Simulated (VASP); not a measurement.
# TiSiTe3 (Pm-3m) in VASP: a series of runs

Runs on TiSiTe3. Level: PBE. Tasks: single point.

Everything below comes from runs of VASP 6.6.1. Logs are shortened: lines on timing, memory, paths and dates and some standing lists are left out, and cuts for length are marked.

**1. The cell of the first run**

Symmetry: Pm-3m, No. 221, cubic system. Conventional cell: a = 5.088 Å, b = 5.088 Å, c = 5.088 Å, α = 90.00°, β = 90.00°, γ = 90.00°. Ti (site symmetry m-3m) has 6 Te at 2.54 Å within 3.4 Å. Si (site symmetry m-3m) has 12 Te at 3.60 Å and 8 Ti at 4.41 Å within 4.7 Å. Within 3.4 Å of Te (site symmetry 4/mmm) lie 2 Ti at 2.54 Å.

The cell was generated, and may not be a known phase.

**2. Single point, PBE**

File INCAR:

```
PREC     = Accurate       # precision mode
ENCUT    = 520            # plane-wave cutoff, eV
EDIFF    = 1E-6           # SCF threshold, eV
ISMEAR   = 0              # smearing method
SIGMA    = 0.1            # smearing width, eV
LREAL    = False          # projectors in reciprocal space
LASPH    = True           # aspherical terms in the spheres
NELM     = 100            # most SCF steps
ALGO     = Normal         # electronic algorithm
ISIF     = 2              # what is computed and relaxed
LWAVE    = False          # write WAVECAR
LCHARG   = True           # write CHGCAR
GGA      = PE             # functional
LELF     = True           # ELF
LVHAR    = True         
NBANDS   = 25             # bands
```

File KPOINTS:

```
Automatic mesh
0
Gamma
  4 4 4
```

File POSCAR:

```
TiSiTe3
1.0
    5.0881923900      0.0000000000      0.0000000000
    0.0000000000      5.0881923900      0.0000000000
    0.0000000000      0.0000000000      5.0881923900
Ti Si Te
1 1 3
Direct
    0.5000000000      0.5000000000      0.5000000000
    0.0000000000      0.0000000000      0.0000000000
    0.0000000000      0.5000000000      0.5000000000
    0.5000000000      0.5000000000      0.0000000000
    0.5000000000      0.0000000000      0.5000000000
```

Potentials or basis: VASP PAW PBE potentials, release 64 (Ti_sv, Si, Te).

On the command line:

```console
cat potpaw_PBE.64/Ti_sv/POTCAR potpaw_PBE.64/Si/POTCAR potpaw_PBE.64/Te/POTCAR > POTCAR
mpirun -np 1 vasp_std > vasp.out
```

OUTCAR:

```text
PREC = Accurate
   ENCUT = 520
   EDIFF = 1E-6
   ISMEAR = 0
   LREAL = False
   LASPH = True
   NELM = 100
   ISIF = 2
   GGA = PE

 ion  position               nearest neighbor table
   1  0.500  0.500  0.500-   3 2.54   4 2.54   5 2.54   4 2.54   5 2.54   3 2.54
   2  0.000  0.000  0.000-
   3  0.000  0.500  0.500-   1 2.54   1 2.54   5 3.60   4 3.60   5 3.60   4 3.60   4 3.60   5 3.60
                             4 3.60   5 3.60
   4  0.500  0.500  0.000-   1 2.54   1 2.54   5 3.60   3 3.60   3 3.60   5 3.60   5 3.60   5 3.60
                             3 3.60   3 3.60
   5  0.500  0.000  0.500-   1 2.54   1 2.54   4 3.60   4 3.60   3 3.60   3 3.60   4 3.60   4 3.60
                             3 3.60   3 3.60

  LATTYP: Found a simple cubic cell.
 ALAT       =     5.0881923900

  Lattice vectors:

 A1 = (   5.0881923900,   0.0000000000,   0.0000000000)
 A2 = (   0.0000000000,   5.0881923900,   0.0000000000)
 A3 = (   0.0000000000,   0.0000000000,   5.0881923900)

Analysis of symmetry for initial positions (statically):
=====================================================================
 Subroutine PRICEL returns:
 Original cell was already a primitive cell.

 Routine SETGRP: Setting up the symmetry group for a
 simple cubic supercell.

 Subroutine GETGRP returns: Found 48 space group operations
 (whereof 48 operations were pure point group operations)
 out of a pool of 48 trial point group operations.

The static configuration has the point symmetry O_h .

Analysis of symmetry for dynamics (positions and initial velocities):
=====================================================================
 Subroutine PRICEL returns:
 Original cell was already a primitive cell.

 Routine SETGRP: Setting up the symmetry group for a
 simple cubic supercell.

 Subroutine GETGRP returns: Found 48 space group operations
 (whereof 48 operations were pure point group operations)
 out of a pool of 48 trial point group operations.

The dynamic configuration has the point symmetry O_h .

 Subroutine INISYM returns: Found 48 space group operations
 (whereof 48 operations are pure point group operations),
 and found     1 'primitive' translations

----------------------------------------------------------------------------------------

                                     Primitive cell

  volume of cell :     131.7318

  direct lattice vectors                    reciprocal lattice vectors
     5.088192390  0.000000000  0.000000000     0.196533449  0.000000000  0.000000000
     0.000000000  5.088192390  0.000000000     0.000000000  0.196533449  0.000000000
     0.000000000  0.000000000  5.088192390     0.000000000  0.000000000  0.196533449

  length of vectors
     5.088192390  5.088192390  5.088192390     0.196533449  0.196533449  0.196533449

  position of ions in fractional coordinates (direct lattice)
     0.500000000  0.500000000  0.500000000
     0.000000000  0.000000000  0.000000000
     0.000000000  0.500000000  0.500000000
     0.500000000  0.500000000  0.000000000
     0.500000000  0.000000000  0.500000000

  ion indices of the primitive-cell ions
   primitive index   ion index
                 1           1
                 2           2
                 3           3
                 4           4
                 5           5

----------------------------------------------------------------------------------------

 KPOINTS: Automatic mesh

Automatic generation of k-mesh.
 Grid dimensions read from file:
 generate k-points for:    4    4    4

 Generating k-lattice:

  Cartesian coordinates                     Fractional coordinates (reciprocal lattice)
     0.049133362  0.000000000  0.000000000     0.250000000  0.000000000  0.000000000
     0.000000000  0.049133362  0.000000000     0.000000000  0.250000000  0.000000000
     0.000000000  0.000000000  0.049133362     0.000000000  0.000000000  0.250000000

  Length of vectors
     0.049133362  0.049133362  0.049133362

  Shift w.r.t. Gamma in fractional coordinates (k-lattice)
     0.000000000  0.000000000  0.000000000

 Subroutine IBZKPT returns following result:
 ===========================================

 Found     10 irreducible k-points:

 Following reciprocal coordinates:
            Coordinates               Weight
  0.000000  0.000000  0.000000      1.000000
  0.250000  0.000000  0.000000      6.000000
  0.500000  0.000000  0.000000      3.000000
  0.250000  0.250000  0.000000     12.000000
  0.500000  0.250000  0.000000     12.000000
  0.500000  0.500000  0.000000      3.000000
  0.250000  0.250000  0.250000      8.000000
  0.500000  0.250000  0.250000     12.000000
  0.500000  0.500000  0.250000      6.000000
  0.500000  0.500000  0.500000      1.000000
   k-points           NKPTS =     10   k-points in BZ     NKDIM =     10   number of bands    NBANDS=     25
   number of dos      NEDOS =    301   number of ions     NIONS =      5
   total plane-waves  NPLWV =  64000
   dimension x,y,z NGX =    40 NGY =   40 NGZ =   40
   dimension x,y,z NGXF=    80 NGYF=   80 NGZF=   80
   ions per type =               1   1   3
   NGX,Y,Z   is equivalent  to a cutoff of  13.07, 13.07, 13.07 a.u.
   NGXF,Y,Z  is equivalent  to a cutoff of  26.14, 26.14, 26.14 a.u.
 SYSTEM =  unknown system
   PREC   = accura    normal or accurate (medium, high low for compatibility)
   ISTART =      0    job   : 0-new  1-cont  2-samecut
   ICHARG =      2    charge: 1-file 2-atom 10-const
   ISPIN  =      1    spin polarized calculation?
   LNONCOLLINEAR =      F non collinear calculations
   LSORBIT =      F    spin-orbit coupling
   LASPH  =      T    aspherical Exc in radial PAW
   ENCUT  =  520.0 eV  38.22 Ry    6.18 a.u.   9.46  9.46  9.46*2*pi/ulx,y,z
   NELM   =    100;   NELMIN=  2; NELMDL= -5     # of ELM steps
   EDIFF  = 0.1E-05   stopping-criterion for ELM
   LREAL  =      F    real-space projection
   EDIFFG = 0.1E-04   stopping-criterion for IOM
   NSW    =      0    number of steps for IOM
   IBRION =     -1    ionic relax: 0-MD 1-quasi-New 2-CG
   NFREE  =      0    steps in history (QN), initial steepest desc. (CG)
   ISIF   =      2    stress and relaxation
   ISYM   =      2    0-nonsym 1-usesym 2-fastsym
   POTIM  = 0.5000    time-step for ionic-motion
   TEBEG  =    0.0;   TEEND  =   0.0 temperature during run
   PSTRESS=    0.0 pullay stress
   NELECT =      34.0000    total number of electrons
   NUPDOWN=      -1.0000    fix difference up-down
   EMIN   =  10.00;   EMAX   =-10.00  energy-range for DOS
   EFERMI =   0.00;   METHOD = LEGACY
   ISMEAR =     0;   SIGMA  =   0.10  broadening in eV -4-tet -1-fermi 0-gaus
   EFERMI_NEDOS =   21; number of points for ismear=-14 and -15
   IALGO  =     38    algorithm
   IMIX   =      4    mixing-type and parameters
     AMIX     =   0.40;   BMIX     =  1.00
     AMIX_MAG =   1.60;   BMIX_MAG =  1.00
  volume/ion in A,a.u.               =      26.35       177.79
  Fermi-wavevector in a.u.,A,eV,Ry     =   1.042328  1.969714 14.782009  1.086447
  Thomas-Fermi vector in A             =   2.176988
   LORBIT       =      0    0 simple, 1 ext, 2 COOP (PROOUT), +10 PAW based schemes
   GGA     = PE    functional components
   LHFCALC =     F    Hartree Fock is set to
   AEXX    =    0.0000 exact exchange contribution
   IVDW    =     0    specifies the selected vdW correction
   LEPSILON=     F    determine dielectric tensor
   LRPA    =     F    only Hartree local field effects (RPA)
 non-spin polarized calculation
 Gauss-broadening in eV      SIGMA  =   0.10
  energy-cutoff  :      520.00
  volume of cell :      131.73
 maximum number of plane-waves:      3575
 NGX is ok and might be reduce to    40
   NGX = 19   NGY = 19   NGZ = 19

 number of electron      34.0000013 magnetization

 Free energy of the ion-electron system (eV)
  ---------------------------------------------------
  ext. energy  EPLUGINS =         0.00000000
  ---------------------------------------------------
  free energy    TOTEN  =       -20.45661653 eV

  energy without entropy =      -20.43268577  energy(sigma->0) =      -20.44465115

 E-fermi :   6.7615     XC(G=0):  -9.7686

 val. band max:        6.7547179203   @ k =   0.2500   0.2500   0.2500
 cond. band min:       6.7936662546   @ k =   0.5000   0.2500   0.2500
 fundamental gap:      0.0389483343
 Fermi energy:         6.7614558458

 k-point     1 :       0.0000    0.0000    0.0000
  band No.  band energies     occupation
      1     -50.3099      2.00000
      2     -26.6688      2.00000
      3     -26.6688      2.00000
      4     -26.6688      2.00000
      5      -6.0980      2.00000
      6      -3.7086      2.00000
[... 17 lines left out ...]
     24       9.3581      0.00000
     25       9.3581      0.00000

 k-point     2 :       0.2500    0.0000    0.0000
  band No.  band energies     occupation
      1     -50.3102      2.00000
      2     -26.6685      2.00000
      3     -26.6685      2.00000
      4     -26.6665      2.00000
      5      -5.8317      2.00000
      6      -3.9966      2.00000
[... 17 lines left out ...]
     24       8.9866      0.00000
     25       9.4944      0.00000

 k-point     3 :       0.5000    0.0000    0.0000
  band No.  band energies     occupation
      1     -50.3105      2.00000
      2     -26.6682      2.00000
      3     -26.6682      2.00000
      4     -26.6642      2.00000
      5      -5.3990      2.00000
      6      -4.4771      2.00000
[... 160 lines left out ...]
 k-point     9 :       0.5000    0.5000    0.2500
  band No.  band energies     occupation
      1     -50.3113      2.00000
      2     -26.6654      2.00000
      3     -26.6633      2.00000
      4     -26.6633      2.00000
      5      -4.3992      2.00000
      6      -4.1992      2.00000
[... 17 lines left out ...]
     24      10.2747      0.00000
     25      12.7818      0.00000

 k-point    10 :       0.5000    0.5000    0.5000
  band No.  band energies     occupation
      1     -50.3116      2.00000
      2     -26.6630      2.00000
      3     -26.6630      2.00000
      4     -26.6630      2.00000
      5      -4.1305      2.00000
      6      -4.1305      2.00000
[... 17 lines left out ...]
     24      12.4935      0.00000
     25      12.4935      0.00000

------------------------ aborting loop because EDIFF is reached ----------------------------------------

  FORCE on cell =-STRESS in cart. coord.  units (eV):
  Direction    XX          YY          ZZ          XY          YZ          ZX
  --------------------------------------------------------------------------------------
  -------------------------------------------------------------------------------------
  Total        6.9247873      6.9247873      6.9247873      0.0000000     -0.0000000      0.0000000
  in kB       84.2221741     84.2221741     84.2221741      0.0000000     -0.0000000      0.0000000
  external PRESSURE =      84.2221741 kB  Pullay stress =       0.0000000 kB

 VOLUME and BASIS-vectors are now :
 -----------------------------------------------------------------------------
  energy-cutoff  :      520.00
  volume of cell :      131.73
      direct lattice vectors                 reciprocal lattice vectors
     5.088192390  0.000000000  0.000000000     0.196533449  0.000000000  0.000000000
     0.000000000  5.088192390  0.000000000     0.000000000  0.196533449  0.000000000
     0.000000000  0.000000000  5.088192390     0.000000000  0.000000000  0.196533449

 POSITION                                       TOTAL-FORCE (eV/Angst)
 -----------------------------------------------------------------------------------
      2.54410      2.54410      2.54410         0.000000      0.000000      0.000000
      0.00000      0.00000      0.00000         0.000000      0.000000      0.000000
      0.00000      2.54410      2.54410         0.000000      0.000000      0.000000
      2.54410      2.54410      0.00000         0.000000      0.000000      0.000000
      2.54410      0.00000      2.54410         0.000000      0.000000      0.000000
 -----------------------------------------------------------------------------------
    total drift:                                0.000000      0.000000     -0.000000

  FREE ENERGIE OF THE ION-ELECTRON SYSTEM (eV)
  ---------------------------------------------------
  free  energy   TOTEN  =       -20.4566165336 eV

  energy  without entropy=      -20.4326857733  energy(sigma->0) =      -20.44465115
```

Wall time 22 s (1 thread of AMD EPYC 9R45 (Zen 5), shared host); peak memory 0.21 GiB.

Results:

| Property | Result |
| --- | --- |
| Free energy | -20.4566 eV |
| Pressure | 8.4 GPa |
| Band gap on the k mesh | zero (bands 17 and 18 overlap by 0.83 eV) |

Caveat: the cell stands under pressure; spin-orbit coupling is left out, which moves the levels of the heavy elements.

**3. Single point, PBE**

This run uses another cell than the first one, of 30.14 Å³/atom.

Edit INCAR of step 2 so:

```diff
@@ -11,6 +11,4 @@
 LWAVE    = False          # write WAVECAR
-LCHARG   = True           # write CHGCAR
+LCHARG   = False          # write CHGCAR
 GGA      = PE             # functional
-LELF     = True           # ELF
-LVHAR    = True         
 NBANDS   = 25             # bands
```

KPOINTS is that of step 2.

Edit POSCAR of step 2 so:

```diff
@@ -2,5 +2,5 @@
 1.0
-    5.0881923900      0.0000000000      0.0000000000
-    0.0000000000      5.0881923900      0.0000000000
-    0.0000000000      0.0000000000      5.0881923900
+    5.3217676622      0.0000000000      0.0000000000
+    0.0000000000      5.3217676622      0.0000000000
+    0.0000000000      0.0000000000      5.3217676622
 Ti Si Te
```

Potentials or basis: VASP PAW PBE potentials, release 64 (Ti_sv, Si, Te).

On the command line:

```console
cat potpaw_PBE.64/Ti_sv/POTCAR potpaw_PBE.64/Si/POTCAR potpaw_PBE.64/Te/POTCAR > POTCAR
mpirun -np 1 vasp_std > vasp.out
```

Run time: 20 s. Hardware: 1 thread of AMD EPYC 9R45 (Zen 5), shared host; peak memory 0.23 GiB.

Results (log left out):

| Quantity | Value |
| --- | --- |
| Free energy | -20.8928 eV |
| Pressure | -0.1 GPa |
| Band gap on the k mesh | zero (bands 17 and 18 overlap by 0.66 eV) |

Levels at points of the mesh, in eV from the Fermi level:
```csv
k point,band 14,band 15,band 16,band 17,band 18,band 19,band 20,band 21
"(0.00, 0.00, 0.00)",-0.73,-0.51,-0.51,-0.51,-0.10,-0.10,-0.10,1.09
"(0.50, 0.00, 0.00)",-1.42,-1.21,-0.16,-0.12,-0.12,-0.06,0.52,0.52
"(0.50, 0.50, 0.00)",-2.34,-2.33,-2.33,-0.18,0.88,1.44,1.48,1.48
"(0.50, 0.50, 0.50)",-2.86,0.53,0.53,0.53,0.96,0.96,0.96,2.68
```

Caveat: spin-orbit coupling is left out, which moves the levels of the heavy elements.

**4. Single point, PBE**

This run uses another cell than the first one, of 29.89 Å³/atom.

File INCAR:

```
SYSTEM = TiSiTe3
ALGO = Normal
EDIFF = 1E-6
ENCUT = 520
GGA = PE
ISIF = 2
ISMEAR = 0
LASPH = .True.
LCHARG = .False.
LREAL = .False.
LWAVE = .False.
NBANDS = 25
NELM = 80
PREC = Accurate
SIGMA = 0.1
```

File KPOINTS:

```
k-points
0
Gamma
  8 8 8
  0 0 0
```

Edit POSCAR of step 3 so:

```diff
@@ -2,5 +2,5 @@
 1.0
-    5.3217676622      0.0000000000      0.0000000000
-    0.0000000000      5.3217676622      0.0000000000
-    0.0000000000      0.0000000000      5.3217676622
+    5.3070831343      0.0000000000      0.0000000000
+    0.0000000000      5.3070831343      0.0000000000
+    0.0000000000      0.0000000000      5.3070831343
 Ti Si Te
```

On the command line:

```console
cat potpaw_PBE.64/Ti_sv/POTCAR potpaw_PBE.64/Si/POTCAR potpaw_PBE.64/Te/POTCAR > POTCAR
mpirun -np 1 vasp_std > vasp.out
```

Run time: 65 s. Hardware: 1 thread of AMD EPYC 9R45 (Zen 5), shared host; peak memory 0.29 GiB.

Results (log left out):

| Item | Value |
| --- | --- |
| Free energy | -20.9380 eV |
| Pressure | 0.0 GPa |
| Band gap on the k mesh | zero (bands 17 and 18 overlap by 0.69 eV) |

Levels at points of the mesh, in eV from the Fermi level:
```tsv
k point	band 13	band 14	band 15	band 16	band 17	band 18	band 19	band 20	band 21	band 22
(0.00, 0.00, 0.00)	-1.00	-1.00	-0.72	-0.72	-0.72	-0.34	-0.34	-0.34	0.88	0.88
(0.50, 0.00, 0.00)	-2.94	-1.69	-1.45	-0.37	-0.37	-0.32	-0.30	0.35	0.35	0.93
(0.50, 0.50, 0.00)	-2.60	-2.60	-2.58	-2.58	-0.33	0.64	1.23	1.27	1.27	1.28
(0.50, 0.50, 0.50)	-3.12	-3.12	0.35	0.35	0.35	0.71	0.71	0.71	2.54	2.54
```

Caveat: spin-orbit coupling is left out, which moves the levels of the heavy elements.

**5. Summary**

| cell | k mesh | gap on the mesh (eV) | pressure (GPa) |
| --- | --- | --- | --- |
| a = 5.088 Å, 5 atoms | 4 × 4 × 4 | none | 8.4 |
| a = 5.322 Å, 5 atoms | 4 × 4 × 4 | none | -0.1 |
| a = 5.307 Å, 5 atoms | 8 × 8 × 8 | none | 0.0 |

Alike in all rows: task single point; level PBE; potentials or basis VASP PAW PBE potentials, release 64 (Ti_sv, Si, Te); no spin polarisation; cutoff (eV) 520; smearing gaussian 0.1 eV.

Caveats: spin-orbit coupling is left out, which moves the levels of the heavy elements; the cell stands under pressure (at least some runs).

Absolute energies hang on the potentials; compare differences alone.

The gap in the log of VASP goes by the Fermi energy; the results here count the filled bands.